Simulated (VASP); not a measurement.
# FeRuC4N4 (P-43m) in VASP: single point with PBE

Aim: the single point of FeRuC4N4 with PBE.

Program: VASP 6.6.1. These are calculated values, not measurements. Logs are shortened: lines on timing, memory, paths and dates and some standing lists are left out, and cuts for length are marked.

### 1 The cell of the first run

It takes space group P-43m (No. 215, cubic). Conventional cell: a = 5.797 Å, b = 5.797 Å, c = 5.797 Å, α = 90.00°, β = 90.00°, γ = 90.00°. Within 2.5 Å of Fe (site symmetry -43m) lie 4 N at 1.90 Å. Within 2.6 Å of Ru (site symmetry -43m) lie 4 C at 1.94 Å. Within 1.6 Å of C (site symmetry 3m) lie 1 N at 1.19 Å. N (site symmetry 3m) has 1 C at 1.19 Å within 1.6 Å.

### 2 Single point, PBE, collinear spin, ferrimagnetic start

The input, INCAR:

```
SYSTEM = FeRuC4N4
  ALGO = Normal
  EDIFF = 1E-7
  ENCUT = 520
  GGA = PE
  ISIF = 2
  ISMEAR = 0
  ISPIN = 2
  LASPH = .TRUE.
  LCHARG = .TRUE.
  LELF = .TRUE.
  LMAXMIX = 4
  LORBIT = 11
  LREAL = .FALSE.
  LVHAR = .TRUE.
  LWAVE = .FALSE.
  MAGMOM = 3.31 -0.53 0 0 0 0 0 0 0 0
  NBANDS = 44
  NELM = 150
  PREC = Accurate
  SIGMA = 0.01
```

The input, KPOINTS:

```
k-points
0
G
  6 6 6
  0 0 0
```

The input, POSCAR:

```
FeRuC4N4
1.0
    5.7974516184      0.0000000000      0.0000000000
    0.0000000000      5.7974516184      0.0000000000
    0.0000000000      0.0000000000      5.7974516184
Fe Ru C N
1 1 4 4
Direct
    0.5000000000      0.5000000000      0.5000000000
    0.0000000000      0.0000000000      0.0000000000
    0.1927307531      0.1927307531      0.1927307531
    0.1927307531      0.8072692469      0.8072692469
    0.8072692469      0.1927307531      0.8072692469
    0.8072692469      0.8072692469      0.1927307531
    0.3109034641      0.3109034641      0.3109034641
    0.3109034641      0.6890965359      0.6890965359
    0.6890965359      0.3109034641      0.6890965359
    0.6890965359      0.6890965359      0.3109034641
```

Potentials or basis: VASP PAW PBE potentials, release 64 (Fe, Ru_pv, C, N).

Command:

```bash
cat potpaw_PBE.64/Fe/POTCAR potpaw_PBE.64/Ru_pv/POTCAR potpaw_PBE.64/C/POTCAR potpaw_PBE.64/N/POTCAR > POTCAR
mpirun -np 1 vasp_std > vasp.out
```

OUTCAR:

```text
SYSTEM = FeRuC4N4
   EDIFF = 1E-7
   ENCUT = 520
   GGA = PE
   ISIF = 2
   ISMEAR = 0
   ISPIN = 2
   LASPH = .TRUE.
   LORBIT = 11
   LREAL = .FALSE.
   NELM = 150
   PREC = Accurate

 ion  position               nearest neighbor table
   1  0.500  0.500  0.500-   7 1.90   8 1.90   9 1.90  10 1.90
   2  0.000  0.000  0.000-   3 1.94   4 1.94   5 1.94   6 1.94
   3  0.193  0.193  0.193-   7 1.19   2 1.94
   4  0.193  0.807  0.807-   8 1.19   2 1.94
   5  0.807  0.193  0.807-   9 1.19   2 1.94
   6  0.807  0.807  0.193-  10 1.19   2 1.94
   7  0.311  0.311  0.311-   3 1.19   1 1.90
   8  0.311  0.689  0.689-   4 1.19   1 1.90
   9  0.689  0.311  0.689-   5 1.19   1 1.90
  10  0.689  0.689  0.311-   6 1.19   1 1.90

  LATTYP: Found a simple cubic cell.
 ALAT       =     5.7974516184

  Lattice vectors:

 A1 = (   5.7974516184,   0.0000000000,   0.0000000000)
 A2 = (   0.0000000000,   5.7974516184,   0.0000000000)
 A3 = (   0.0000000000,   0.0000000000,   5.7974516184)

Analysis of symmetry for initial positions (statically):
=====================================================================
 Subroutine PRICEL returns:
 Original cell was already a primitive cell.

 Routine SETGRP: Setting up the symmetry group for a
 simple cubic supercell.

 Subroutine GETGRP returns: Found 24 space group operations
 (whereof 24 operations were pure point group operations)
 out of a pool of 48 trial point group operations.

The static configuration has the point symmetry T_d .

Analysis of symmetry for dynamics (positions and initial velocities):
=====================================================================
 Subroutine PRICEL returns:
 Original cell was already a primitive cell.

 Routine SETGRP: Setting up the symmetry group for a
 simple cubic supercell.

 Subroutine GETGRP returns: Found 24 space group operations
 (whereof 24 operations were pure point group operations)
 out of a pool of 48 trial point group operations.

The dynamic configuration has the point symmetry T_d .

Analysis of structural, dynamic, and magnetic symmetry:
=====================================================================
 Subroutine PRICEL returns:
 Original cell was already a primitive cell.

 Routine SETGRP: Setting up the symmetry group for a
 simple cubic supercell.

 Subroutine GETGRP returns: Found 24 space group operations
 (whereof 24 operations were pure point group operations)
 out of a pool of 48 trial point group operations.

The overall configuration has the point symmetry T_d .

 Subroutine INISYM returns: Found 24 space group operations
 (whereof 24 operations are pure point group operations),
 and found     1 'primitive' translations

----------------------------------------------------------------------------------------

                                     Primitive cell

  volume of cell :     194.8549

  direct lattice vectors                    reciprocal lattice vectors
     5.797451618  0.000000000  0.000000000     0.172489581  0.000000000  0.000000000
     0.000000000  5.797451618  0.000000000     0.000000000  0.172489581  0.000000000
     0.000000000  0.000000000  5.797451618     0.000000000  0.000000000  0.172489581

  length of vectors
     5.797451618  5.797451618  5.797451618     0.172489581  0.172489581  0.172489581

  position of ions in fractional coordinates (direct lattice)
     0.500000000  0.500000000  0.500000000
     0.000000000  0.000000000  0.000000000
     0.192730753  0.192730753  0.192730753
     0.192730753  0.807269247  0.807269247
     0.807269247  0.192730753  0.807269247
     0.807269247  0.807269247  0.192730753
     0.310903464  0.310903464  0.310903464
     0.310903464  0.689096536  0.689096536
     0.689096536  0.310903464  0.689096536
     0.689096536  0.689096536  0.310903464

  ion indices of the primitive-cell ions
   primitive index   ion index
                 1           1
                 2           2
                 3           3
                 4           4
                 5           5
                 6           6
                 7           7
[... 59 lines left out ...]
   NGXF,Y,Z  is equivalent  to a cutoff of  27.53, 27.53, 27.53 a.u.
 SYSTEM =  FeRuC4N4
   PREC   = accura    normal or accurate (medium, high low for compatibility)
   ISTART =      0    job   : 0-new  1-cont  2-samecut
   ICHARG =      2    charge: 1-file 2-atom 10-const
   ISPIN  =      2    spin polarized calculation?
   LNONCOLLINEAR =      F non collinear calculations
   LSORBIT =      F    spin-orbit coupling
   LASPH  =      T    aspherical Exc in radial PAW
   ENCUT  =  520.0 eV  38.22 Ry    6.18 a.u.  10.78 10.78 10.78*2*pi/ulx,y,z
   NELM   =    150;   NELMIN=  2; NELMDL= -5     # of ELM steps
   EDIFF  = 0.1E-06   stopping-criterion for ELM
   LREAL  =      F    real-space projection
   EDIFFG = 0.1E-05   stopping-criterion for IOM
   NSW    =      0    number of steps for IOM
   IBRION =     -1    ionic relax: 0-MD 1-quasi-New 2-CG
   NFREE  =      0    steps in history (QN), initial steepest desc. (CG)
   ISIF   =      2    stress and relaxation
   ISYM   =      2    0-nonsym 1-usesym 2-fastsym
   POTIM  = 0.5000    time-step for ionic-motion
   TEBEG  =    0.0;   TEEND  =   0.0 temperature during run
   PSTRESS=    0.0 pullay stress
   NELECT =      58.0000    total number of electrons
   NUPDOWN=      -1.0000    fix difference up-down
   EMIN   =  10.00;   EMAX   =-10.00  energy-range for DOS
   EFERMI =   0.00;   METHOD = LEGACY
   ISMEAR =     0;   SIGMA  =   0.01  broadening in eV -4-tet -1-fermi 0-gaus
   EFERMI_NEDOS =   21; number of points for ismear=-14 and -15
   IALGO  =     38    algorithm
   IMIX   =      4    mixing-type and parameters
     AMIX     =   0.40;   BMIX     =  1.00
     AMIX_MAG =   1.60;   BMIX_MAG =  1.00
  volume/ion in A,a.u.               =      19.49       131.49
  Fermi-wavevector in a.u.,A,eV,Ry     =   1.093068  2.065598 16.256198  1.194797
  Thomas-Fermi vector in A             =   2.229346
   LORBIT       =     11    0 simple, 1 ext, 2 COOP (PROOUT), +10 PAW based schemes
   GGA     = PE    functional components
   LHFCALC =     F    Hartree Fock is set to
   AEXX    =    0.0000 exact exchange contribution
   IVDW    =     0    specifies the selected vdW correction
   LEPSILON=     F    determine dielectric tensor
   LRPA    =     F    only Hartree local field effects (RPA)
 spin polarized calculation
 Gauss-broadening in eV      SIGMA  =   0.01
  energy-cutoff  :      520.00
  volume of cell :      194.85
 maximum number of plane-waves:      5264
 NGX is ok and might be reduce to    48
   NGX = 21   NGY = 21   NGZ = 21

 number of electron      57.9999993 magnetization       2.0001409

 Free energy of the ion-electron system (eV)
  ---------------------------------------------------
  ext. energy  EPLUGINS =         0.00000000
  ---------------------------------------------------
  free energy    TOTEN  =       -82.86359030 eV

  energy without entropy =      -82.86359030  energy(sigma->0) =      -82.86359030

 E-fermi :  -0.3076     XC(G=0):  -7.5264

 val. band max:       -0.3514399678   @ k =   0.5000   0.3333   0.1667
 cond. band min:      -0.2229592439   @ k =   0.5000   0.0000   0.0000
 fundamental gap:      0.1284807239
 Fermi energy:        -0.3075660636

 spin component 1

 k-point     1 :       0.0000    0.0000    0.0000
  band No.  band energies     occupation
      1     -43.1866      1.00000
      2     -43.1866      1.00000
      3     -43.1866      1.00000
      4     -18.2488      1.00000
      5     -18.0959      1.00000
      6     -18.0959      1.00000
[... 869 lines left out ...]
     40       5.1183      0.00000
     41       5.1184      0.00000
 Fermi energy:        -0.3075660636

 spin component 2

 k-point     1 :       0.0000    0.0000    0.0000
  band No.  band energies     occupation
      1     -43.7408      1.00000
      2     -43.7408      1.00000
      3     -43.7408      1.00000
      4     -18.2601      1.00000
      5     -18.1069      1.00000
      6     -18.1069      1.00000
[... 869 lines left out ...]
     40       5.2034      0.00000
     41       5.2034      0.00000
 [bands above 41 left out]

------------------------ aborting loop because EDIFF is reached ----------------------------------------

  FORCE on cell =-STRESS in cart. coord.  units (eV):
  Direction    XX          YY          ZZ          XY          YZ          ZX
  --------------------------------------------------------------------------------------
  -------------------------------------------------------------------------------------
  Total        0.3936566      0.3936566      0.3936566     -0.0000000     -0.0000000      0.0000000
  in kB        3.2368067      3.2368067      3.2368067     -0.0000000     -0.0000000      0.0000000
  external PRESSURE =       3.2368067 kB  Pullay stress =       0.0000000 kB

 VOLUME and BASIS-vectors are now :
 -----------------------------------------------------------------------------
  energy-cutoff  :      520.00
  volume of cell :      194.85
      direct lattice vectors                 reciprocal lattice vectors
     5.797451618  0.000000000  0.000000000     0.172489581  0.000000000  0.000000000
     0.000000000  5.797451618  0.000000000     0.000000000  0.172489581  0.000000000
     0.000000000  0.000000000  5.797451618     0.000000000  0.000000000  0.172489581

 POSITION                                       TOTAL-FORCE (eV/Angst)
 -----------------------------------------------------------------------------------
      2.89873      2.89873      2.89873         0.000000     -0.000000      0.000000
      0.00000      0.00000      0.00000         0.000000     -0.000000      0.000000
      1.11735      1.11735      1.11735        -0.164778     -0.164778     -0.164778
      1.11735      4.68010      4.68010        -0.164778      0.164778      0.164778
      4.68010      1.11735      4.68010         0.164778     -0.164778      0.164778
      4.68010      4.68010      1.11735         0.164778      0.164778     -0.164778
      1.80245      1.80245      1.80245         0.124573      0.124573      0.124573
      1.80245      3.99500      3.99500         0.124573     -0.124573     -0.124573
      3.99500      1.80245      3.99500        -0.124573      0.124573     -0.124573
      3.99500      3.99500      1.80245        -0.124573     -0.124573      0.124573
 -----------------------------------------------------------------------------------
    total drift:                                0.000000      0.000000      0.000000

  FREE ENERGIE OF THE ION-ELECTRON SYSTEM (eV)
  ---------------------------------------------------
  free  energy   TOTEN  =       -82.8635903039 eV

  energy  without entropy=      -82.8635903039  energy(sigma->0) =      -82.86359030

 total charge

# of ion       s       p       d       tot
------------------------------------------
    1        0.415   0.629   6.062   7.105
    2        0.433   6.391   6.020  12.844
    3        0.945   1.624   0.000   2.569
    4        0.945   1.624   0.000   2.569
    5        0.945   1.624   0.000   2.569
    6        0.945   1.624   0.000   2.569
    7        1.297   2.584   0.000   3.882
    8        1.297   2.584   0.000   3.882
    9        1.297   2.584   0.000   3.882
   10        1.297   2.584   0.000   3.882
--------------------------------------------------
tot          9.817  23.853  12.082  45.752

 magnetization (x)

# of ion       s       p       d       tot
------------------------------------------
    1        0.013   0.080   3.213   3.306
    2       -0.003  -0.125  -0.609  -0.736
    3       -0.006   0.018   0.000   0.013
    4       -0.006   0.018   0.000   0.013
    5       -0.006   0.018   0.000   0.013
    6       -0.006   0.018   0.000   0.013
    7        0.005  -0.053   0.000  -0.049
    8        0.005  -0.053   0.000  -0.049
    9        0.005  -0.053   0.000  -0.049
   10        0.005  -0.053   0.000  -0.049
--------------------------------------------------
tot          0.007  -0.185   2.604   2.426
```

It took 21 min on 1 thread of Intel Xeon 8259CL, shared host; peak memory 0.57 GiB.

What came out:

```
Free energy                                           : -82.8636 eV
Pressure                                              : 0.3 GPa
Largest force                                         : 0.285 eV/Å
Band gap on the k mesh                                : 0.13 eV
Net moment                                            : 2.00 μB per cell
Site moments                                          : Fe +3.31; Ru -0.74; C +0.01; N -0.05 μB
Valence electrons inside the program's atomic spheres : Fe 7.11; Ru 12.84; C 2.57; N 3.88
```

Forces on the atoms (eV/Å):
```
Fe   0.000  0.000  0.000
Ru   0.000  0.000  0.000
C   -0.165 -0.165 -0.165
C   -0.165  0.165  0.165
C    0.165 -0.165  0.165
C    0.165  0.165 -0.165
N    0.125  0.125  0.125
N    0.125 -0.125 -0.125
N   -0.125  0.125 -0.125
N   -0.125 -0.125  0.125
```

Levels at points of the mesh, in eV from the valence-band top:
Spin up:
```
           k point  band 26  band 27  band 28  band 29  band 30  band 31  band 32  band 33  band 34  band 35
(0.00, 0.00, 0.00)    -1.52    -1.52    -1.52    -1.02    -1.02     0.46     0.46     0.46     4.95     4.95
(0.50, 0.00, 0.00)    -2.21    -1.65    -1.65    -1.26    -0.81     0.74     0.93     0.93     4.31     4.31
(0.50, 0.50, 0.00)    -2.20    -1.61    -1.61    -1.27    -0.81     0.84     0.92     0.92     4.43     4.43
(0.50, 0.50, 0.50)    -1.51    -1.51    -1.51    -0.95    -0.95     0.64     0.64     0.64     4.85     4.85
```
Spin down:
| k point | band 26 | band 27 | band 28 | band 29 | band 30 | band 31 |
| --- | --- | --- | --- | --- | --- | --- |
| (0.00, 0.00, 0.00) | -0.29 | -0.29 | -0.29 | 0.47 | 0.47 | 1.37 |
| (0.50, 0.00, 0.00) | -0.76 | -0.14 | -0.14 | 0.13 | 0.92 | 1.44 |
| (0.50, 0.50, 0.00) | -0.63 | 0.00 | 0.00 | 0.13 | 0.93 | 1.43 |
| (0.50, 0.50, 0.50) | -0.04 | -0.04 | -0.04 | 0.53 | 0.53 | 1.35 |

Caveat: a cell with one magnetic atom can't hold antiferromagnetic order, which such compounds often take. A k mesh can miss the band edges.
